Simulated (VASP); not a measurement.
Write the native input for VASP 6.6.1 that does the following.

```yaml
Task: single point
Functional: PBE
Potentials_or_basis: VASP PAW PBE potentials, release 64 (Os)
Cutoff: 520 eV
k_mesh: 15 × 15 × 15
Occupations: fermi-dirac, width 0.136057 eV
Spin: no spin polarisation
Dipole_correction: no
Further_INCAR_settings: ALGO = Normal; EDIFF = 1e-06; NBANDS = 10
```

The structure of Os lies in POSCAR:

```
Os
1.0
   -1.5464713347      1.5464713347      1.5464713347
    1.5464713347     -1.5464713347      1.5464713347
    1.5464713347      1.5464713347     -1.5464713347
Os
1
Direct
    0.0000000000      0.0000000000      0.0000000000
```

The input as run:

INCAR

```
SYSTEM = Os
PREC = Accurate
ENCUT = 520
EDIFF = 1E-6
ISMEAR = -1
SIGMA = 0.13605693000000002
LREAL = .FALSE.
LASPH = .TRUE.
NELM = 100
ALGO = Normal
ISIF = 2
LWAVE = .FALSE.
LCHARG = .FALSE.
GGA = PE
NBANDS = 10
```

KPOINTS

```
regular mesh
0
G
  15 15 15
  0 0 0
```

Potentials or basis: VASP PAW PBE potentials, release 64 (Os).

Run with:

```sh
$ cat potpaw_PBE.64/Os/POTCAR > POTCAR
$ mpirun -np 1 vasp_std > vasp.out
```

It gave:

```yaml
Pressure: 0.1 GPa
Band_gap_on_the_k_mesh: zero (band 4 reaches 10.98 eV, above the bottom of band 5 at 7.13 eV)
```

Caveat: spin-orbit coupling is left out, which moves the levels of the heavy elements.

It took 12 s on 1 thread of AMD EPYC 7R13 Processor (Zen 3), on a shared host, peak memory 0.1 GiB.
